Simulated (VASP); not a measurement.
A run of VASP 6.6.1:

The input INCAR:

```
ALGO = Normal
EDIFF = 1E-7
ENCUT = 520
GGA = PS
ISIF = 2
ISMEAR = 0
LASPH = T
LCHARG = T
LELF = T
LREAL = F
LVHAR = T
LWAVE = F
NBANDS = 43
NELM = 80
PREC = Accurate
SIGMA = 0.1
```

Contents of KPOINTS:

```
k-points
0
Gamma
  8 8 8
```

The input POSCAR:

```
Pb2O
1.0
    5.3256528500      0.0000000000      0.0000000000
    0.0000000000      5.3256528500      0.0000000000
    0.0000000000      0.0000000000      5.3256528500
Pb O
4 2
Direct
    0.2500000000      0.2500000000      0.2500000000
    0.7500000000      0.7500000000      0.2500000000
    0.2500000000      0.7500000000      0.7500000000
    0.7500000000      0.2500000000      0.7500000000
    0.0000000000      0.0000000000      0.0000000000
    0.5000000000      0.5000000000      0.5000000000
```

Potentials or basis: VASP PAW PBE potentials, release 64 (Pb_d, O).

Launch:

```console
$ cat potpaw_PBE.64/Pb_d/POTCAR potpaw_PBE.64/O/POTCAR > POTCAR
$ mpirun -np 1 vasp_std > vasp.out
```

Hardware: 1 thread of Intel Xeon 8259CL (shared host).

**Question.** Estimate the wall time of this run.

**Answer.** It took 6.7 min on 1 thread of Intel Xeon 8259CL, with other jobs on the host, peak memory 0.34 GiB. Counts: scf iterations 18, k points 35.
